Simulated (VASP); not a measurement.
# Al in VASP: a series of runs

Runs on Al. Level: PBE. Tasks: single point.

Program: VASP 6.6.1. These are calculated values, not measurements. Logs are shortened: lines on timing, memory, paths and dates and some standing lists are left out, and cuts for length are marked.

### 1 The cell of the first run

The typed cell holds 5 atoms: a = 3.868 Å, b = 10.233 Å, c = 2.833 Å, α = 82.08°, β = 132.77°, γ = 100.89°.

### 2 Single point, PBE

File INCAR:

```
ALGO = Fast
EDIFF = 1E-7
ENCUT = 520
GGA = PE
ISIF = 2
ISMEAR = 0
ISYM = 0
LASPH = True
LCHARG = False
LREAL = False
LWAVE = False
NBANDS = 16
NELM = 60
PREC = Accurate
SIGMA = 0.1
```

File KPOINTS:

```
k-points
0
Gamma
  9 4 16
```

File POSCAR:

```
Al
1.0
    3.8676948644     -0.0000304658      0.0093119246
   -1.9339265846     10.0483952592      0.0610951539
   -1.9288382035      0.0136291359      2.0748101928
Al
5
Direct
    0.4000000000      0.8000000000      0.0000000000
    0.2000000000      0.4000000000      0.0000000000
    0.8000000000      0.6000000000      0.0000000000
    0.0000000000      0.0000000000      0.0000000000
    0.6000000000      0.2000000000      0.0000000000
```

Potentials or basis: VASP PAW PBE potentials, release 64 (Al).

Command:

```bash
cat potpaw_PBE.64/Al/POTCAR > POTCAR
mpirun -np 1 vasp_std > vasp.out
```

OUTCAR:

```text
EDIFF = 1E-7
   ENCUT = 520
   GGA = PE
   ISIF = 2
   ISMEAR = 0
   ISYM = 0
   LASPH = True
   LREAL = False
   NELM = 60
   PREC = Accurate

 ion  position               nearest neighbor table
   1  0.400  0.800  0.000-   3 2.79   4 2.79   3 2.79   4 2.79   3 2.87   4 2.87   3 2.91   4 2.91

   2  0.200  0.400  0.000-   5 2.79   3 2.79   5 2.79   3 2.79   5 2.87   3 2.87   5 2.91   3 2.91

   3  0.800  0.600  0.000-   1 2.79   2 2.79   1 2.79   2 2.79   1 2.87   2 2.87   1 2.91   2 2.91

   4  0.000  0.000  0.000-   1 2.79   5 2.79   5 2.79   1 2.79   5 2.87   1 2.87   5 2.91   1 2.91

   5  0.600  0.200  0.000-   2 2.79   4 2.79   2 2.79   4 2.79   2 2.87   4 2.87   2 2.91   4 2.91

IMPORTANT INFORMATION: All symmetrisations will be switched off!
NOSYMM: (Re-)initialisation of all symmetry stuff for point group C_1.

----------------------------------------------------------------------------------------

                                     Primitive cell

  volume of cell :      80.8126

  direct lattice vectors                    reciprocal lattice vectors
     3.867694864 -0.000030466  0.009311925     0.257975670  0.048194078  0.239509371
    -1.933926585 10.048395259  0.061095154     0.000002353  0.099522793 -0.000651564
    -1.928838204  0.013629136  2.074810193    -0.001157886 -0.003146861  0.480916046

  length of vectors
     3.867706074 10.232988417  2.832920737     0.355301076  0.099524925  0.480927735

  position of ions in fractional coordinates (direct lattice)
     0.400000000  0.800000000  0.000000000
     0.200000000  0.400000000  0.000000000
     0.800000000  0.600000000  0.000000000
     0.000000000  0.000000000  0.000000000
     0.600000000  0.200000000  0.000000000

  ion indices of the primitive-cell ions
   primitive index   ion index
                 1           1
                 2           2
                 3           3
                 4           4
                 5           5

----------------------------------------------------------------------------------------

 KPOINTS: k-points

Automatic generation of k-mesh.
 Grid dimensions read from file:
 generate k-points for:    9    4   16

 Generating k-lattice:

  Cartesian coordinates                     Fractional coordinates (reciprocal lattice)
     0.028663963  0.005354898  0.026612152     0.111111111 -0.000000000 -0.000000000
     0.000000588  0.024880698 -0.000162891     0.000000000  0.250000000  0.000000000
    -0.000072368 -0.000196679  0.030057253     0.000000000  0.000000000  0.062500000

  Length of vectors
     0.039477897  0.024881231  0.030057983

  Shift w.r.t. Gamma in fractional coordinates (k-lattice)
     0.000000000  0.000000000  0.000000000

 Subroutine IBZKPT returns following result:
 ===========================================

 Found    290 irreducible k-points:

 Following reciprocal coordinates:
            Coordinates               Weight
  0.000000  0.000000  0.000000      1.000000
  0.111111 -0.000000 -0.000000      2.000000
  0.222222  0.000000 -0.000000      2.000000
  0.333333  0.000000 -0.000000      2.000000
  0.444444  0.000000 -0.000000      2.000000
  0.000000  0.250000  0.000000      2.000000
[... 16 lines left out ...]
  0.333333  0.000000  0.062500      2.000000
  0.444444  0.000000  0.062500      2.000000
 [... further k-points ...]
   k-points           NKPTS =    290   k-points in BZ     NKDIM =    290   number of bands    NBANDS=     16
   number of dos      NEDOS =    301   number of ions     NIONS =      5
   total plane-waves  NPLWV =  57600
   dimension x,y,z NGX =    30 NGY =   80 NGZ =   24
   dimension x,y,z NGXF=    60 NGYF=  160 NGZF=   48
   ions per type =               5
   NGX,Y,Z   is equivalent  to a cutoff of  12.89, 13.00, 14.08 a.u.
   NGXF,Y,Z  is equivalent  to a cutoff of  25.79, 25.99, 28.17 a.u.
 SYSTEM =  unknown system
   PREC   = accura    normal or accurate (medium, high low for compatibility)
   ISTART =      0    job   : 0-new  1-cont  2-samecut
   ICHARG =      2    charge: 1-file 2-atom 10-const
   ISPIN  =      1    spin polarized calculation?
   LNONCOLLINEAR =      F non collinear calculations
   LSORBIT =      F    spin-orbit coupling
   LASPH  =      T    aspherical Exc in radial PAW
   ENCUT  =  520.0 eV  38.22 Ry    6.18 a.u.   7.19 19.03  5.27*2*pi/ulx,y,z
   NELM   =     60;   NELMIN=  2; NELMDL= -5     # of ELM steps
   EDIFF  = 0.1E-06   stopping-criterion for ELM
   LREAL  =      F    real-space projection
   EDIFFG = 0.1E-05   stopping-criterion for IOM
   NSW    =      0    number of steps for IOM
   IBRION =     -1    ionic relax: 0-MD 1-quasi-New 2-CG
   NFREE  =      0    steps in history (QN), initial steepest desc. (CG)
   ISIF   =      2    stress and relaxation
   ISYM   =      0    0-nonsym 1-usesym 2-fastsym
   POTIM  = 0.5000    time-step for ionic-motion
   TEBEG  =    0.0;   TEEND  =   0.0 temperature during run
   PSTRESS=    0.0 pullay stress
   NELECT =      15.0000    total number of electrons
   NUPDOWN=      -1.0000    fix difference up-down
   EMIN   =  10.00;   EMAX   =-10.00  energy-range for DOS
   EFERMI =   0.00;   METHOD = LEGACY
   ISMEAR =     0;   SIGMA  =   0.10  broadening in eV -4-tet -1-fermi 0-gaus
   EFERMI_NEDOS =   21; number of points for ismear=-14 and -15
   IALGO  =     68    algorithm
   IMIX   =      4    mixing-type and parameters
     AMIX     =   0.40;   BMIX     =  1.00
     AMIX_MAG =   1.60;   BMIX_MAG =  1.00
  volume/ion in A,a.u.               =      16.16       109.07
  Fermi-wavevector in a.u.,A,eV,Ry     =   0.933854  1.764728 11.865410  0.872083
  Thomas-Fermi vector in A             =   2.060598
   LORBIT       =      0    0 simple, 1 ext, 2 COOP (PROOUT), +10 PAW based schemes
   GGA     = PE    functional components
   LHFCALC =     F    Hartree Fock is set to
   AEXX    =    0.0000 exact exchange contribution
   IVDW    =     0    specifies the selected vdW correction
   LEPSILON=     F    determine dielectric tensor
   LRPA    =     F    only Hartree local field effects (RPA)
 non-spin polarized calculation
 RMM-DIIS sequential band-by-band and
 Gauss-broadening in eV      SIGMA  =   0.10
  energy-cutoff  :      520.00
  volume of cell :       80.81
 maximum number of plane-waves:      2194
 NGX is ok and might be reduce to    30
   NGX = 15   NGY = 37   NGZ = 11

 number of electron      15.0000000 magnetization

 Free energy of the ion-electron system (eV)
  ---------------------------------------------------
  ext. energy  EPLUGINS =         0.00000000
  ---------------------------------------------------
  free energy    TOTEN  =       -18.68982565 eV

  energy without entropy =      -18.68038219  energy(sigma->0) =      -18.68510392

 E-fermi :   8.2176     XC(G=0): -10.2715

 val. band max:        8.2163714389   @ k =  -0.0000   0.5000   0.3125
 cond. band min:       8.2193097240   @ k =  -0.2222   0.5000   0.2500
 fundamental gap:      0.0029382852
 Fermi energy:         8.2175634007

 k-point     1 :       0.0000    0.0000    0.0000
  band No.  band energies     occupation
      1      -3.0604      2.00000
      2      -1.6018      2.00000
      3      -1.6018      2.00000
      4       2.6697      2.00000
      5       2.6697      2.00000
      6       9.7666      0.00000
[... 8 lines left out ...]
     15      16.4334      0.00000
     16      16.8219      0.00000

 k-point     2 :       0.1111   -0.0000   -0.0000
  band No.  band energies     occupation
      1      -2.8299      2.00000
      2      -1.5246      2.00000
      3      -1.2230      2.00000
      4       2.6010      2.00000
      5       3.1781      2.00000
      6       9.5371      0.00000
[... 8 lines left out ...]
     15      16.0159      0.00000
     16      16.8276      0.00000

 k-point     3 :       0.2222    0.0000   -0.0000
  band No.  band energies     occupation
      1      -2.1406      2.00000
      2      -0.9921      2.00000
      3      -0.3918      2.00000
      4       2.9732      2.00000
      5       4.1195      2.00000
      6       7.7894      2.00000
[... 8 lines left out ...]
     15      16.8097      0.00000
     16      17.1126      0.00000

 k-point     4 :       0.3333    0.0000   -0.0000
  band No.  band energies     occupation
      1      -0.9993      2.00000
      2      -0.0093      2.00000
      3       0.8842      2.00000
      4       3.7772      2.00000
      5       4.9754      2.00000
      6       5.5273      2.00000
[... 8 lines left out ...]
     15      15.9718      0.00000
     16      17.7876      0.00000

 k-point     5 :       0.4444    0.0000   -0.0000
  band No.  band energies     occupation
      1       0.5831      2.00000
      2       1.4139      2.00000
      3       2.5907      2.00000
      4       2.5914      2.00000
      5       3.2576      2.00000
      6       4.7331      2.00000
[... 8 lines left out ...]
     15      16.9212      0.00000
     16      17.2377      0.00000

 k-point     6 :       0.0000    0.2500    0.0000
  band No.  band energies     occupation
      1      -2.9688      2.00000
      2      -2.2381      2.00000
      3      -0.7882      2.00000
      4       1.3551      2.00000
      5       4.1095      2.00000
      6       7.8536      2.00000
[... 8 lines left out ...]
     15      15.8546      0.00000
     16      16.1919      0.00000
[... 267 lines left out ...]
 k-point    21 :       0.1111   -0.0000    0.0625
  band No.  band energies     occupation
      1      -2.4612      2.00000
      2      -1.1480      2.00000
      3      -0.8699      2.00000
      4       2.9767      2.00000
      5       3.5090      2.00000
      6       9.2606      0.00000
[... 8 lines left out ...]
     15      16.6736      0.00000
     16      16.7777      0.00000

 k-point    22 :       0.2222    0.0000    0.0625
  band No.  band energies     occupation
      1      -1.5402      2.00000
      2      -0.3851      2.00000
      3       0.1901      2.00000
      4       3.5714      2.00000
      5       4.6675      2.00000
      6       6.3990      2.00000
[... 8 lines left out ...]
     15      15.8207      0.00000
     16      16.9845      0.00000

 k-point    23 :       0.3333    0.0000    0.0625
  band No.  band energies     occupation
      1      -0.1723      2.00000
      2       0.8231      2.00000
      3       1.6892      2.00000
      4       3.7867      2.00000
      5       4.2368      2.00000
      6       4.6918      2.00000
[... 8 lines left out ...]
     15      16.6109      0.00000
     16      17.3454      0.00000

 k-point    24 :       0.4444    0.0000    0.0625
  band No.  band energies     occupation
      1       1.5828      2.00000
      2       1.6289      2.00000
      3       2.2488      2.00000
      4       2.4633      2.00000
      5       3.5552      2.00000
      6       3.8060      2.00000
[... 8 lines left out ...]
     15      15.9476      0.00000
     16      16.3962      0.00000

 [... further k-points ...]

------------------------ aborting loop because EDIFF is reached ----------------------------------------

  FORCE on cell =-STRESS in cart. coord.  units (eV):
  Direction    XX          YY          ZZ          XY          YZ          ZX
  --------------------------------------------------------------------------------------
  -------------------------------------------------------------------------------------
  Total        2.2821798      0.6443884     -0.0156589     -0.1996511      0.0099005      0.0132163
  in kB       45.2461315     12.7755415     -0.3104512     -3.9582507      0.1962855      0.2620240
  external PRESSURE =      19.2370739 kB  Pullay stress =       0.0000000 kB

 VOLUME and BASIS-vectors are now :
 -----------------------------------------------------------------------------
  energy-cutoff  :      520.00
  volume of cell :       80.81
      direct lattice vectors                 reciprocal lattice vectors
     3.867694864 -0.000030466  0.009311925     0.257975670  0.048194078  0.239509371
    -1.933926585 10.048395259  0.061095154     0.000002353  0.099522793 -0.000651564
    -1.928838204  0.013629136  2.074810193    -0.001157886 -0.003146861  0.480916046

 POSITION                                       TOTAL-FORCE (eV/Angst)
 -----------------------------------------------------------------------------------
     -0.00006      8.03870      0.05260        -0.000000      0.000000     -0.000000
     -0.00003      4.01935      0.02630         0.000000      0.000000     -0.000000
      1.93380      6.02901      0.04411        -0.000000      0.000000      0.000000
      0.00000      0.00000      0.00000         0.000000      0.000000     -0.000000
      1.93383      2.00966      0.01781        -0.000000     -0.000001      0.000000
 -----------------------------------------------------------------------------------
    total drift:                               -0.000000      0.000000      0.000000

  FREE ENERGIE OF THE ION-ELECTRON SYSTEM (eV)
  ---------------------------------------------------
  free  energy   TOTEN  =       -18.6898256517 eV

  energy  without entropy=      -18.6803821939  energy(sigma->0) =      -18.68510392
```

Run time: 3 min. Hardware: 1 thread of Intel Xeon 6975P-C (Granite Rapids), shared host; peak memory 0.41 GiB.

What came out:

```
Free energy : -18.6898 eV
Pressure    : 1.9 GPa
```

### 3 Single point, PBE

File INCAR:

```
ALGO = Fast
EDIFF = 1E-7
ENCUT = 520
GGA = PE
ISIF = 2
ISMEAR = 0
ISYM = 0
LASPH = T
LCHARG = T
LELF = T
LREAL = F
LVHAR = T
LWAVE = F
NBANDS = 16
NELM = 60
PREC = Accurate
SIGMA = 0.1
```

KPOINTS is that of step 2.

POSCAR, as its differences from that of step 2:

```diff
@@ -2,5 +2,5 @@
 1.0
-    3.8676948644     -0.0000304658      0.0093119246
-   -1.9339265846     10.0483952592      0.0610951539
-   -1.9288382035      0.0136291359      2.0748101928
+    3.8677060743      0.0000000000      0.0000000000
+   -1.9338530371     10.0485951440      0.0000000000
+   -1.9338530371      0.0000000000      2.0805821670
 Al
```

Potentials or basis: VASP PAW PBE potentials, release 64 (Al).

Command:

```bash
cat potpaw_PBE.64/Al/POTCAR > POTCAR
mpirun -np 1 vasp_std > vasp.out
```

Wall time 3.3 min (1 thread of Intel Xeon 6975P-C (Granite Rapids), shared host); peak memory 0.41 GiB.

It converged, with:

| Quantity | Value |
| --- | --- |
| Free energy | -18.6881 eV |
| Pressure | 1.9 GPa |

Stress tensor (GPa, compression positive):
```
 4.37 -0.52  0.21
-0.52  1.54  0.35
 0.21  0.35 -0.36
```

Levels at points of the mesh, in eV from the Fermi level:
| k point | band 6 | band 7 | band 8 | band 9 | band 10 | band 11 |
| --- | --- | --- | --- | --- | --- | --- |
| (0.00, 0.00, 0.00) | 1.55 | 1.55 | 5.71 | 5.71 | 5.82 | 5.82 |
| (0.00, 0.50, 0.00) | -1.63 | 5.34 | 5.51 | 5.91 | 5.91 | 6.02 |
| (0.00, 0.00, 0.50) | -2.06 | -0.95 | -0.95 | -0.49 | -0.49 | 0.61 |
| (0.00, 0.50, 0.50) | -1.06 | -1.06 | -0.82 | -0.43 | -0.43 | 0.22 |
